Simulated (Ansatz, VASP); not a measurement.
**One calculation of Ta, two programs**

POSCAR

```
Ta
1.0
   -1.6512800000      1.6512800000      1.5893570000
    1.6512800000     -1.6512800000      1.5893570000
    1.6512800000      1.6512800000     -1.5893570000
Ta
1
Direct
    0.0000000000      0.0000000000      0.0000000000
```

Contents of INCAR.step1:

```
SYSTEM = Ta
PREC = Accurate
ENCUT = 520
ISMEAR = 0
SIGMA = 0.15
LREAL = .FALSE.
LASPH = .TRUE.
NELM = 100
NBANDS = 12
GGA = PE
ALGO = Normal
EDIFF = 1E-4
LWAVE = .TRUE.
LCHARG = .FALSE.
```

INCAR.step2

```
SYSTEM = Ta
PREC = Accurate
ENCUT = 520
EDIFF = 1E-6
ISMEAR = 0
SIGMA = 0.15
LREAL = .FALSE.
LASPH = .TRUE.
NELM = 100
ALGO = Normal
ISIF = 2
LWAVE = .FALSE.
LCHARG = .FALSE.
METAGGA = R2SCAN
LMIXTAU = .TRUE.
NBANDS = 12
ISTART = 1
```

Contents of KPOINTS:

```
Automatic mesh
0
G
  20 20 20
  0 0 0
```

Input for Ansatz:

```yaml
crystal:
  lattice:
    - [-1.65128, 1.65128, 1.589357]
    - [1.65128, -1.65128, 1.589357]
    - [1.65128, 1.65128, -1.589357]
  atoms:
    - { symbol: Ta, position: [0.0, 0.0, 0.0] }
basis:
  ecutwfc: 500
kpoints:
  mp_grid: { grid: [20, 20, 20] }
hamiltonian:
  xc: r2scan
scf:
  occupations: { method: gaussian, width: 0.15 }
output:
  forces: true
  stress: true
  eigenvalues: true
```

Change from the starting cell: strain -0.0375 x Voigt [0, 0, 1, 0, 0, 0], atoms carried along.

Alike in both runs: task single point; functional r2SCAN; k mesh 20 × 20 × 20; occupations gaussian, width 0.15 eV; no spin polarisation.

|  | VASP | Ansatz |
| --- | --- | --- |
| version | VASP 6.6.1 | Ansatz 0.2.0 |
| potentials or method | VASP PAW PBE potentials, release 64 (Ta_pv), cutoff 520 eV | scalar-relativistic, plane waves, PAW |
| valence electrons in the cell | 11 | 13 |

```csv
,VASP,Ansatz,Ansatz less VASP
gap on the k mesh at the Fermi level (eV),none,none,-
pressure (GPa),9.9,9.1,-0.78
"traceless stress, the component that is largest in VASP (GPa)",3.35,3.37,+0.023
```

VASP's potentials were made for PBE, not for r2SCAN. A gap of «none» marks a metal or a gap that the smearing closes. With one functional, cell and mesh, what is left measures potentials, basis and numerics. VASP's potentials hold 11 valence electrons a cell and Ansatz's 13, so a difference there can come from the potentials and not from the codes.

Spin-orbit coupling is off throughout.
